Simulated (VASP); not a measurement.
# Si3Ni (Fm-3m) in VASP: a series of runs, part 2 of 2

VASP 6.6.1.

## Step 6: Single point, r2SCAN, collinear spin, ferromagnetic start

Input file POSCAR:

```
Si3Ni
1.0
    0.0000000000      2.9546283616      2.9546283616
    2.9546283616      0.0000000000      2.9546283616
    2.9546283616      2.9546283616      0.0000000000
Si Ni
3 1
Direct
    0.2500000000      0.2500000000      0.2500000000
    0.7500000000      0.7500000000      0.7500000000
    0.5000000000      0.5000000000      0.5000000000
    0.0000000000      0.0000000000      0.0000000000
```

Input file INCAR.step1:

```
PREC = Accurate
ENCUT = 520
ISMEAR = 0
SIGMA = 0.1
LREAL = F
LASPH = T
NELM = 150
ISPIN = 2
MAGMOM = 0 0 0 2.5
LMAXMIX = 4
NBANDS = 23
GGA = PE
ALGO = Normal
EDIFF = 1E-4
LWAVE = T
LCHARG = F
```

Input file INCAR.step2:

```
PREC = Accurate
ENCUT = 520
EDIFF = 1E-7
ISMEAR = 0
SIGMA = 0.1
LREAL = F
LASPH = T
NELM = 150
ALGO = Normal
ISIF = 2
LWAVE = F
LCHARG = T
ISPIN = 2
MAGMOM = 0 0 0 2.5
LORBIT = 11
LMAXMIX = 4
METAGGA = R2SCAN
LMIXTAU = T
LELF = T
LVHAR = T
NBANDS = 23
ISTART = 1
```

Input file KPOINTS:

```
regular mesh
0
Gamma
  12 12 12
```

Potentials or basis: VASP PAW PBE potentials, release 64 (Si, Ni).

Run with:

```console
$ cat potpaw_PBE.64/Si/POTCAR potpaw_PBE.64/Ni/POTCAR > POTCAR
$ cp INCAR.step1 INCAR
$ mpirun -np 1 vasp_std > vasp.out
$ cp INCAR.step2 INCAR
$ mpirun -np 1 vasp_std > vasp.out
```

OUTCAR:

```text
PREC = Accurate
   ENCUT = 520
   EDIFF = 1E-7
   ISMEAR = 0
   LREAL = F
   LASPH = T
   NELM = 150
   ISIF = 2
   ISPIN = 2
   LORBIT = 11
   METAGGA = R2SCAN
   ISTART = 1

 ion  position               nearest neighbor table
   1  0.250  0.250  0.250-   4 2.56   4 2.56   4 2.56   3 2.56   3 2.56   3 2.56   4 2.56   3 2.56
                             2 2.95   2 2.95   2 2.95   2 2.95   2 2.95   2 2.95
   2  0.750  0.750  0.750-   3 2.56   3 2.56   3 2.56   4 2.56   4 2.56   4 2.56   4 2.56   3 2.56
                             1 2.95   1 2.95   1 2.95   1 2.95   1 2.95   1 2.95
   3  0.500  0.500  0.500-   1 2.56   1 2.56   1 2.56   2 2.56   2 2.56   2 2.56   2 2.56   1 2.56
                             4 2.95   4 2.95   4 2.95   4 2.95   4 2.95   4 2.95
   4  0.000  0.000  0.000-   2 2.56   2 2.56   2 2.56   1 2.56   1 2.56   1 2.56   2 2.56   1 2.56
                             3 2.95   3 2.95   3 2.95   3 2.95   3 2.95   3 2.95

  LATTYP: Found a face centered cubic cell.
 ALAT       =     5.9092567232

  Lattice vectors:

 A1 = (   0.0000000000,   2.9546283616,   2.9546283616)
 A2 = (   2.9546283616,   0.0000000000,   2.9546283616)
 A3 = (   2.9546283616,   2.9546283616,   0.0000000000)

Analysis of symmetry for initial positions (statically):
=====================================================================
 Subroutine PRICEL returns:
 Original cell was already a primitive cell.

 Routine SETGRP: Setting up the symmetry group for a
 face centered cubic supercell.

 Subroutine GETGRP returns: Found 48 space group operations
 (whereof 48 operations were pure point group operations)
 out of a pool of 48 trial point group operations.

The static configuration has the point symmetry O_h .

Analysis of symmetry for dynamics (positions and initial velocities):
=====================================================================
 Subroutine PRICEL returns:
 Original cell was already a primitive cell.

 Routine SETGRP: Setting up the symmetry group for a
 face centered cubic supercell.

 Subroutine GETGRP returns: Found 48 space group operations
 (whereof 48 operations were pure point group operations)
 out of a pool of 48 trial point group operations.

The dynamic configuration has the point symmetry O_h .

Analysis of structural, dynamic, and magnetic symmetry:
=====================================================================
 Subroutine PRICEL returns:
 Original cell was already a primitive cell.

 Routine SETGRP: Setting up the symmetry group for a
 face centered cubic supercell.

 Subroutine GETGRP returns: Found 48 space group operations
 (whereof 48 operations were pure point group operations)
 out of a pool of 48 trial point group operations.

The overall configuration has the point symmetry O_h .

 Subroutine INISYM returns: Found 48 space group operations
 (whereof 48 operations are pure point group operations),
 and found     1 'primitive' translations

----------------------------------------------------------------------------------------

                                     Primitive cell

  volume of cell :      51.5868

  direct lattice vectors                    reciprocal lattice vectors
     0.000000000  2.954628362  2.954628362    -0.169226021  0.169226021  0.169226021
     2.954628362  0.000000000  2.954628362     0.169226021 -0.169226021  0.169226021
     2.954628362  2.954628362  0.000000000     0.169226021  0.169226021 -0.169226021
[... 89 lines left out ...]
   LREAL  =      F    real-space projection
   EDIFFG = 0.1E-05   stopping-criterion for IOM
   NSW    =      0    number of steps for IOM
   IBRION =     -1    ionic relax: 0-MD 1-quasi-New 2-CG
   NFREE  =      0    steps in history (QN), initial steepest desc. (CG)
   ISIF   =      2    stress and relaxation
   ISYM   =      2    0-nonsym 1-usesym 2-fastsym
   POTIM  = 0.5000    time-step for ionic-motion
   TEBEG  =    0.0;   TEEND  =   0.0 temperature during run
   PSTRESS=    0.0 pullay stress
   NELECT =      22.0000    total number of electrons
   NUPDOWN=      -1.0000    fix difference up-down
   EMIN   =  10.00;   EMAX   =-10.00  energy-range for DOS
   EFERMI =   0.00;   METHOD = LEGACY
   ISMEAR =     0;   SIGMA  =   0.10  broadening in eV -4-tet -1-fermi 0-gaus
   EFERMI_NEDOS =   21; number of points for ismear=-14 and -15
   IALGO  =     38    algorithm
   IMIX   =      4    mixing-type and parameters
     AMIX     =   0.40;   BMIX     =  1.00
     AMIX_MAG =   1.60;   BMIX_MAG =  1.00
  volume/ion in A,a.u.               =      12.90        87.03
  Fermi-wavevector in a.u.,A,eV,Ry     =   1.232261  2.328636 20.660015  1.518468
  Thomas-Fermi vector in A             =   2.367039
   LORBIT       =     11    0 simple, 1 ext, 2 COOP (PROOUT), +10 PAW based schemes
   METAGGA = R2SCAN    functional components
   LHFCALC =     F    Hartree Fock is set to
   AEXX    =    0.0000 exact exchange contribution
   IVDW    =     0    specifies the selected vdW correction
   LEPSILON=     F    determine dielectric tensor
   LRPA    =     F    only Hartree local field effects (RPA)
 spin polarized calculation
 Gauss-broadening in eV      SIGMA  =   0.10
  energy-cutoff  :      520.00
  volume of cell :       51.59
 maximum number of plane-waves:      1411
   NGX = 15   NGY = 15   NGZ = 15

 number of electron      22.0000012 magnetization       0.0000032

 Free energy of the ion-electron system (eV)
  ---------------------------------------------------
  ext. energy  EPLUGINS =         0.00000000
  ---------------------------------------------------
  free energy    TOTEN  =       -36.43947458 eV

  energy without entropy =      -36.42499717  energy(sigma->0) =      -36.43223587

 E-fermi :  10.8500     XC(G=0): -12.7240

 val. band max:       10.8291859380   @ k =   0.1667   0.0000   0.0000
 cond. band min:      10.8547563810   @ k =  -0.2500   0.5000   0.2500
 fundamental gap:      0.0255704431
 Fermi energy:        10.8500137727

 spin component 1

 k-point     1 :       0.0000    0.0000    0.0000
  band No.  band energies     occupation
      1      -4.3829      1.00000
      2       6.1096      1.00000
      3       6.1096      1.00000
      4       6.1096      1.00000
      5       8.0722      1.00000
      6       8.0964      1.00000
[... 613 lines left out ...]
     22      23.8490      0.00000
     23      24.3763      0.00000

 [... further k-points ...]

 spin component 2

 k-point     1 :       0.0000    0.0000    0.0000
  band No.  band energies     occupation
      1      -4.3829      1.00000
      2       6.1096      1.00000
      3       6.1096      1.00000
      4       6.1096      1.00000
      5       8.0722      1.00000
      6       8.0964      1.00000
[... 613 lines left out ...]
     22      23.8490      0.00000
     23      24.3763      0.00000

 [... further k-points ...]

------------------------ aborting loop because EDIFF is reached ----------------------------------------

  FORCE on cell =-STRESS in cart. coord.  units (eV):
  Direction    XX          YY          ZZ          XY          YZ          ZX
  --------------------------------------------------------------------------------------
  -------------------------------------------------------------------------------------
  Total       -0.3168666     -0.3168666     -0.3168666      0.0000000      0.0000000      0.0000000
  in kB       -9.8412098     -9.8412098     -9.8412098      0.0000000      0.0000000      0.0000000
  external PRESSURE =      -9.8412098 kB  Pullay stress =       0.0000000 kB

 VOLUME and BASIS-vectors are now :
 -----------------------------------------------------------------------------
  energy-cutoff  :      520.00
  volume of cell :       51.59
      direct lattice vectors                 reciprocal lattice vectors
     0.000000000  2.954628362  2.954628362    -0.169226021  0.169226021  0.169226021
     2.954628362  0.000000000  2.954628362     0.169226021 -0.169226021  0.169226021
     2.954628362  2.954628362  0.000000000     0.169226021  0.169226021 -0.169226021

 POSITION                                       TOTAL-FORCE (eV/Angst)
 -----------------------------------------------------------------------------------
      1.47731      1.47731      1.47731         0.000000      0.000000      0.000000
      4.43194      4.43194      4.43194        -0.000000     -0.000000     -0.000000
      2.95463      2.95463      2.95463         0.000000     -0.000000      0.000000
      0.00000      0.00000      0.00000         0.000000     -0.000000      0.000000
 -----------------------------------------------------------------------------------
    total drift:                                0.000000     -0.000000      0.000000

  FREE ENERGIE OF THE ION-ELECTRON SYSTEM (eV)
  ---------------------------------------------------
  free  energy   TOTEN  =       -36.4394745751 eV

  energy  without entropy=      -36.4249971677  energy(sigma->0) =      -36.43223587

 total charge

# of ion       s       p       d       tot
------------------------------------------
    1        0.813   0.746   0.000   1.559
    2        0.813   0.746   0.000   1.559
    3        0.814   0.762   0.000   1.576
    4        0.441   0.476   8.457   9.374
--------------------------------------------------
tot          2.882   2.730   8.457  14.068

 magnetization (x)

# of ion       s       p       d       tot
------------------------------------------
    1        0.000   0.000   0.000   0.000
    2        0.000   0.000   0.000   0.000
    3        0.000   0.000   0.000   0.000
    4        0.000  -0.000   0.000   0.000
--------------------------------------------------
tot          0.000   0.000   0.000   0.000
```

It took 9.2 min on 1 thread of AMD EPYC 9R45 (Zen 5), shared host; peak memory 0.27 GiB.

What came out:

- Free energy: -36.4395 eV
- Pressure: -1.0 GPa
- Band gap on the k mesh: zero (filled and empty bands overlap)
- Net moment: 0.00 μB per cell
- Valence electrons inside the program's atomic spheres: Si 1.56, 1.58 (each value once); Ni 9.37

Caveat: the moments typed at the start vanished in this run; the PAW data sets were made with another functional, which shifts forces and pressure a little.

## Step 7: Overview

| task | level | cell | cutoff (eV) | gap on the mesh (eV) | pressure (GPa) |
| --- | --- | --- | --- | --- | --- |
| single point | PBEsol | a = 4.178 Å, angles 60.0°, 4 atoms | 520 | none | 0.1 |
| single point | r2SCAN | a = 4.178 Å, angles 60.0°, 4 atoms | 520 | none | -1.0 |
| relaxation of cell and atoms | PBEsol | relaxed from a = 4.134 Å, angles 60.0°, 4 atoms | 600 | none | -0.1 |

Alike in all rows: potentials or basis VASP PAW PBE potentials, release 64 (Si, Ni); no spin polarisation; k mesh 12 × 12 × 12; smearing gaussian 0.1 eV.

Caveats: the PAW data sets were made with another functional, which shifts forces and pressure a little.

Absolute energies hang on the potentials; compare differences alone.

The gap in the log of VASP goes by the Fermi energy; the results here count the filled bands.